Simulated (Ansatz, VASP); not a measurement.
**TaN in VASP and in Ansatz**

```
Ta N
1.0
     0.00000    2.17900    2.17900
     2.17900    0.00000    2.17900
     2.17900    2.17900    0.00000
Ta N
1 1
Cartesian
  2.1790 2.1790 2.1790
  0.0000 0.0000 0.0000
```

Alike in both runs: task relaxation of cell and atoms; functional r2SCAN; k mesh 6 × 6 × 6; occupations gaussian, width 0.1 eV; no spin polarisation.

|  | VASP | Ansatz |
| --- | --- | --- |
| version | VASP 6.6.1 | Ansatz 0.2.0 |
| potentials or method | VASP PAW PBE potentials, release 64 (Ta_sv_GW, N), cutoff 660 eV | scalar-relativistic, plane waves, PAW |
| valence electrons in the cell | 18 | 18 |

```tsv
	VASP	Ansatz	Ansatz less VASP
gap on the k mesh at the Fermi level, each at its own relaxed structure (eV)	none	none	-
relaxed volume (Å³/atom)	10.64	10.64	0.000
relaxed cell length with the largest relative difference (Å)	3.111	3.111	0.0000
```

VASP's potentials were made for PBE, not for r2SCAN. A gap of «none» marks a metal or a gap that the smearing closes.

The k mesh is coarse, so the values compare programs but aren't converged. Neither program's run includes spin-orbit coupling.
